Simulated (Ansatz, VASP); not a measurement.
HC12 in VASP and in Ansatz

INCAR

```
  PREC = Accurate
  ENCUT = 520
  EDIFF = 1E-6
  ISMEAR = 0
  SIGMA = 0.05
  LREAL = Auto
  LASPH = T
  NELM = 80
  ALGO = Normal
  ISIF = 2
  LWAVE = F
  LCHARG = F
  LDIPOL = T
  IDIPOL = 3
  DIPOL = 0.5 0.5 0.291
  GGA = PE
  NBANDS = 68
```

File KPOINTS:

```
regular mesh
0
Gamma
  5 5 1
```

Contents of POSCAR:

```
HC12
1.0
    5.0509324483      0.0000000000      0.0000000000
    0.0000000000      5.0509324483      0.0000000000
    0.0000000000      0.0000000000     22.3754933530
C H
24 2
Direct
    0.0000000000      0.2500000000      0.1787670080
    0.0000000000      0.7500000000      0.1787670080
    0.5000000000      0.2500000000      0.1787670080
    0.5000000000      0.7500000000      0.1787670080
    0.0000000000      0.0000000000      0.2186716990
    0.0000000000      0.5000000000      0.2186716990
    0.5000000000      0.0000000000      0.2186716990
    0.5000000000      0.5000000000      0.2186716990
    0.2500000000      0.0000000000      0.2585763899
    0.2500000000      0.5000000000      0.2585763899
    0.7500000000      0.0000000000      0.2585763899
    0.7500000000      0.5000000000      0.2585763899
    0.2500000000      0.2500000000      0.2976014419
    0.2500000000      0.7500000000      0.2976014419
    0.7500000000      0.2500000000      0.2976014419
    0.7500000000      0.7500000000      0.2976014419
    0.0000000000      0.2500000000      0.3394883053
    0.0000000000      0.7500000000      0.3394883053
    0.5000000000      0.2500000000      0.3394883053
    0.5000000000      0.7500000000      0.3394883053
    0.0000000000      0.0000000000      0.3743154719
    0.0000000000      0.5000000000      0.3743154719
    0.5000000000      0.0000000000      0.3743154719
    0.5000000000      0.5000000000      0.3743154719
    0.8169644893      0.3750000000      0.4516322029
    1.1830355107      0.3750000000      0.4516322029
```

Input for Ansatz:

```yaml
crystal:
  lattice:
    - [5.0509324483, 0.0, 0.0]
    - [0.0, 5.0509324483, 0.0]
    - [0.0, 0.0, 22.375493353]
  atoms:
    - { symbol: C, position: [0.0, 0.25, 0.178767008] }
    - { symbol: C, position: [0.0, 0.75, 0.178767008] }
    - { symbol: C, position: [0.5, 0.25, 0.178767008] }
    - { symbol: C, position: [0.5, 0.75, 0.178767008] }
    - { symbol: C, position: [0.0, 0.0, 0.218671699] }
    - { symbol: C, position: [0.0, 0.5, 0.218671699] }
    - { symbol: C, position: [0.5, 0.0, 0.218671699] }
    - { symbol: C, position: [0.5, 0.5, 0.218671699] }
    - { symbol: C, position: [0.25, 0.0, 0.2585763899] }
    - { symbol: C, position: [0.25, 0.5, 0.2585763899] }
    - { symbol: C, position: [0.75, 0.0, 0.2585763899] }
    - { symbol: C, position: [0.75, 0.5, 0.2585763899] }
    - { symbol: C, position: [0.25, 0.25, 0.2976014419] }
    - { symbol: C, position: [0.25, 0.75, 0.2976014419] }
    - { symbol: C, position: [0.75, 0.25, 0.2976014419] }
    - { symbol: C, position: [0.75, 0.75, 0.2976014419] }
    - { symbol: C, position: [0.0, 0.25, 0.3394883053] }
    - { symbol: C, position: [0.0, 0.75, 0.3394883053] }
    - { symbol: C, position: [0.5, 0.25, 0.3394883053] }
    - { symbol: C, position: [0.5, 0.75, 0.3394883053] }
    - { symbol: C, position: [0.0, 0.0, 0.3743154719] }
    - { symbol: C, position: [0.0, 0.5, 0.3743154719] }
    - { symbol: C, position: [0.5, 0.0, 0.3743154719] }
    - { symbol: C, position: [0.5, 0.5, 0.3743154719] }
    - { symbol: H, position: [0.8169644893, 0.375, 0.4516322029] }
    - { symbol: H, position: [1.1830355107, 0.375, 0.4516322029] }
basis:
  ecutwfc: 420
kpoints:
  mp_grid: { grid: [5, 5, 1] }
hamiltonian:
  xc: pbe
  pseudopotentials: { kind: paw, azcp: { folder: soft_1 } }
scf:
  occupations: { method: gaussian, width: 0.05 }
output:
  forces: true
  eigenvalues: true
efield:
  axis: 3
  dipole_correction: true
  ramp_width: 0.04
```

Alike in both runs: task single point; functional PBE; k mesh 5 × 5 × 1; occupations gaussian, width 0.05 eV; no spin polarisation.

```csv
,VASP,Ansatz
version,VASP 6.6.1,Ansatz 0.2.0
potentials or method,"VASP PAW PBE potentials, release 64 (C, H), cutoff 520 eV","scalar-relativistic, plane waves, PAW"
valence electrons in the cell,98,98
```

|  | VASP | Ansatz | Ansatz less VASP |
| --- | --- | --- | --- |
| gap on the k mesh at the Fermi level (eV) | none | none | - |
| rms of the force components (eV/Å) | 0.876 | 0.878 | +0.0022 |

Atom by atom the forces differ by 0.012 eV/Å (rms over components). A gap of «none» marks a metal or a gap that the smearing closes.
